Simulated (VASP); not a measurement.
A run of VASP 6.6.1:

POSCAR

```
In
1.0
    0.0000000000      3.2400000000      3.2400000000
    3.2400000000      0.0000000000      3.2400000000
    3.2400000000      3.2400000000      0.0000000000
In
2
Direct
    1.0000000000      1.0000000000      1.0000000000
    0.2500000000      0.2500000000      0.2500000000
```

Contents of INCAR.step1:

```
SYSTEM = In
PREC = Accurate
ENCUT = 550
ISMEAR = -1
SIGMA = 0.05
LREAL = .FALSE.
LASPH = .TRUE.
NELM = 120
GGA = PE
ALGO = Normal
EDIFF = 1E-5
LWAVE = .TRUE.
LCHARG = .FALSE.
GGA_COMPAT = .FALSE.
IBRION = 2
ISIF = 3
EDIFFG = -0.005
NELMIN = 4
NSW = 100
```

INCAR.step2

```
SYSTEM = In
PREC = Accurate
ENCUT = 550
EDIFF = 1E-7
ISMEAR = -1
SIGMA = 0.05
LREAL = .FALSE.
LASPH = .TRUE.
NELM = 120
ALGO = Normal
ISIF = 3
LWAVE = .FALSE.
LCHARG = .FALSE.
METAGGA = R2SCAN
LMIXTAU = .TRUE.
IBRION = 2
NSW = 80
EDIFFG = -0.02
PSTRESS = 300.0
ISTART = 1
GGA_COMPAT = .FALSE.
NELMIN = 4
```

KPOINTS

```
regular mesh
0
G
  6 6 6
  0 0 0
```

Potentials or basis: VASP PAW PBE potentials, release 64 (In_d).

Launch:

```sh
$ cat potpaw_PBE.64/In_d/POTCAR > POTCAR
$ cp INCAR.step1 INCAR
$ mpirun -np 1 vasp_std > vasp.out
$ cp INCAR.step2 INCAR
$ mpirun -np 1 vasp_std > vasp.out
```

Hardware: 1 thread of AMD EPYC 9R45 96-Core Processor (Zen 5), with other jobs on the host.

Q: Estimate the wall time of this run.

A: Run time: 15 min on 1 thread of AMD EPYC 9R45 96-Core Processor (Zen 5) (shared host), peak memory 0.21 GiB. Counts: k points 16, ion steps 15.
